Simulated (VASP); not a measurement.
Wanted: the native input for a VASP 6.6.1 run.

- Task: single point
- Functional: LDA
- Potentials or basis: VASP PAW LDA potentials, release 64 (Ti_sv, O)
- Cutoff: 600 eV
- k mesh: 4 × 4 × 4, shifted
- Occupations: gaussian, width 0.02 eV
- Spin: no spin polarisation
- Dipole correction: no
- Further INCAR settings: ALGO = Normal; EDIFF = 1e-06; NBANDS = 33

The structure of TiO2 lies in POSCAR:

```
TiO2
1.0
    2.7060340000     -2.7066550000      0.0000000000
    2.7060340000      2.7066550000      0.0000000000
   -2.6335310000      0.0000000000      4.7966370000
Ti O
2 4
Direct
    0.1341100000      0.8658900000      0.2500000000
    0.8658900000      0.1341100000      0.7500000000
    0.3312210000      0.0887550000      0.6671490000
    0.6687790000      0.9112450000      0.3328510000
    0.9112450000      0.6687790000      0.8328510000
    0.0887550000      0.3312210000      0.1671490000
```

These files were run (other wordings do the same):

INCAR

```
ALGO     = Normal         # electronic algorithm
EDIFF    = 1E-6           # SCF threshold, eV
ENCUT    = 600            # plane-wave cutoff, eV
GGA_COMPAT= False        
ISIF     = 2              # what is computed and relaxed
ISMEAR   = 0              # smearing method
LASPH    = True           # aspherical terms in the spheres
LCHARG   = False          # write CHGCAR
LREAL    = False          # projectors in reciprocal space
LWAVE    = False          # write WAVECAR
NBANDS   = 33             # bands
NELM     = 120            # most SCF steps
PREC     = Accurate       # precision mode
SIGMA    = 0.02           # smearing width, eV
```

KPOINTS

```
Automatic mesh
0
Gamma
  4 4 4
  0.5 0.5 0.5
```

Potentials or basis: VASP PAW LDA potentials, release 64 (Ti_sv, O).

Launch:

```bash
$ cat potpaw_LDA.64/Ti_sv/POTCAR potpaw_LDA.64/O/POTCAR > POTCAR
$ mpirun -np 1 vasp_std > vasp.out
```

It gave:

```json
{
  "Pressure": "-12.2 GPa",
  "Largest force": "0.322 eV/Å",
  "Band gap on the k mesh": "2.56 eV (least direct gap 2.85 eV)"
}
```

Caveat: the cell stands under tension; a shifted mesh leaves out Γ, where band edges can lie.

Run time: 33 s on 1 thread of Intel(R) Xeon(R) 6975P-C (Granite Rapids) (shared host), peak memory 0.2 GiB.
